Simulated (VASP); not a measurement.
Runs of VASP 6.6.1 on Na3TlCl4. The structure is that of space group I4/mmm (No. 139), or close to it. The cells are those of the table. 

```tsv
cell	k mesh	smearing	gap on the mesh (eV)	pressure (GPa)
a = 7.281 Å, angles 130.9, 130.9, 72.0°, 8 atoms	6 × 6 × 6	gaussian 0.02 eV	(a)	-0.1
a = 7.280 Å, angles 130.9, 130.9, 71.9°, 8 atoms	6 × 6 × 6	gaussian 0.01 eV	3.18	0.0
a = 7.281 Å, angles 130.9, 130.9, 72.0°, 8 atoms	4 × 4 × 4	gaussian 0.1 eV	3.18	-0.1
a = 6.051, b = 6.051, c = 7.281 Å, angles 114.6, 114.6, 90.0°, 8 atoms	4 × 4 × 4	gaussian 0.1 eV	3.18	-0.1
```

Alike in all rows: task single point; level PBE; potentials or basis VASP PAW PBE potentials, release 64 (Na_pv, Tl_d, Cl); no spin polarisation; cutoff (eV) 520.

**Question.** Estimate the missing entries.

**Answer.** (a) 3.19.

Caveats: spin-orbit coupling is left out, which moves the levels of the heavy elements.

A k mesh can miss the band edges, and the runs leave out spin-orbit coupling on Tl.
